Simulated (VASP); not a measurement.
Wanted: the native input for a VASP 6.6.1 run.

* Task: single point
* Functional: PBE
* Potentials or basis: VASP PAW PBE potentials, release 64 (H)
* Cutoff: 520 eV
* k mesh: 2 × 2 × 2, shifted
* Occupations: fermi-dirac, width 0.1551 eV
* Spin: no spin polarisation
* Dipole correction: no
* Further INCAR settings: LREAL = Auto; ALGO = Normal; EDIFF = 1e-06; NBANDS = 22

The structure of H lies in POSCAR:

```
H
1.0
   -3.3617284453      5.5705286923      0.0000000000
   -3.3617284453     -5.5705286923      0.0000000000
    3.3617284453      0.0000000000      6.4375994428
H
16
Direct
    0.7173323261      0.7295537873      1.1394784757
    0.8922508412      0.4282128400      1.0947681760
    0.1886365086      0.6582251499      1.0177270360
    0.2234029629      0.3214834199      1.0856358899
    0.1641894340      0.1935274033      0.0451999231
    0.1534606773      0.6642306880     -0.0860196421
    0.8188502364      0.3182149908     -0.0239943478
    0.6970800612      0.7254637226      0.2298796334
    0.4703788962      0.4818049212      0.5725820677
    0.6708546681      0.9747741152      0.5069666153
   -0.1121875067      0.4337883185      0.4555179343
    0.1050465256      1.0208193870      0.4751491650
    0.4921236066      0.4535367844      0.4649445848
    0.8128059471      0.0250588153      0.5551634630
    0.9998981789      0.5645759439      0.5168496471
    1.0656292908      0.1091437767      0.5249472307
```

This cell differs from its parent crystal: dynamics (nvt langevin) at 1800 K, volume x 1.06, from the last frame before.

One way to write it, as run:

INCAR

```
ALGO = Normal ; EDIFF = 1E-6
ENCUT = 520 ; GGA = PE
ISIF = 2 ; ISMEAR = -1
LASPH = T ; LCHARG = F
LREAL = Auto ; LWAVE = F
NBANDS = 22 ; NELM = 60
PREC = Accurate ; SIGMA = 0.1551
```

KPOINTS

```
Automatic mesh
0
Gamma
  2 2 2
  0.5 0.5 0.5
```

Potentials or basis: VASP PAW PBE potentials, release 64 (H).

Command:

```sh
$ cat potpaw_PBE.64/H/POTCAR > POTCAR
$ mpirun -np 1 vasp_std > vasp.out
```

Results of the run:

- Pressure: 0.5 GPa
- Largest force: 3.250 eV/Å
- Band gap on the k mesh: 8.11 eV (least direct gap 8.14 eV)

Caveat: the k points lie up to 0.60 Å⁻¹ apart; the atoms stand as in a frame of molecular dynamics; a shifted mesh leaves out Γ, where band edges can lie; forces of over 1 eV/Å act on the atoms, so gaps and moduli don't describe the material at rest.

Wall time 29 s on 1 thread of AMD EPYC 7R13 Processor (Zen 3), on a shared host, peak memory 0.29 GiB.
